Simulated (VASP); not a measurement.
BP:

```
B P
1.0
     0.00000    2.39874    2.26832
     2.39874    0.00000    2.26832
     2.39874    2.39874    0.00000
B P
1 1
Direct
  0.00000 0.00000 0.00000
  0.25000 0.25000 0.25000
```

This cell differs from its parent crystal: biaxial xy strain +5.8%.

Base run:

```yaml
Program: VASP 6.6.1
Functional: PBE
Potentials_or_basis: VASP PAW PBE potentials, release 64 (B, P)
Cutoff: 520 eV
k_mesh: 6 × 6 × 6
Occupations: gaussian, width 0.01 eV
Spin: no spin polarisation
```

Its results: band gap on the k mesh 0.72 eV, indirect (least direct gap 2.73 eV); pressure -13.9 GPa.

Task: After a change of settings the same cell gave: band gap on the k mesh 0.76 eV, indirect (least direct gap 2.93 eV); pressure -15.7 GPa. Which change was it?
A. functional from PBE to HSE06; further incar settings from ALGO = Normal; EDIFF = 1e-06; NBANDS = 11 to ALGO = Normal; EDIFF = 1e-07; NBANDS = 11
B. k mesh from 6 × 6 × 6 to 10 × 10 × 10; occupations from gaussian, width 0.01 eV to fermi-dirac, width 0.02 eV
C. functional from PBE to r2SCAN; k mesh from 6 × 6 × 6 to 10 × 10 × 10

Result: C.

Caveats: the PAW data sets were made with another functional, which shifts forces and pressure a little (some runs).
